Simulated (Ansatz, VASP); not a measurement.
# Pd in VASP and in Ansatz

```
Pd
1.0
     0.00000    1.92067    1.92067
     1.92067    0.00000    1.92067
     1.92067    1.92067    0.00000
Pd
1
Cartesian
  0.0000 0.0000 0.0000
```

Change from the starting cell: volume scaled by 1, PAW files.

Alike in both runs: task single point; functional LDA; k mesh 17 × 17 × 17; occupations fermi-dirac, width 0.1 eV; no spin polarisation.

```csv
,VASP,Ansatz
version,VASP 6.6.1,Ansatz 0.2.0
potentials or method,"VASP PAW LDA potentials, release 64 (Pd)","PAW with Ansatz's default frozen-core files, scalar-relativistic"
plane-wave cutoff (eV),520,420
valence electrons in the cell,10,18
```

```csv
,VASP,Ansatz,Ansatz less VASP
pressure (GPa),0.3,0.0,-0.29
```

LDA's correlation is that of Perdew and Zunger in VASP and of Perdew and Wang (1992) in Ansatz. VASP's potentials hold 10 valence electrons a cell and Ansatz's 18, so a difference there can come from the potentials and not from the codes.
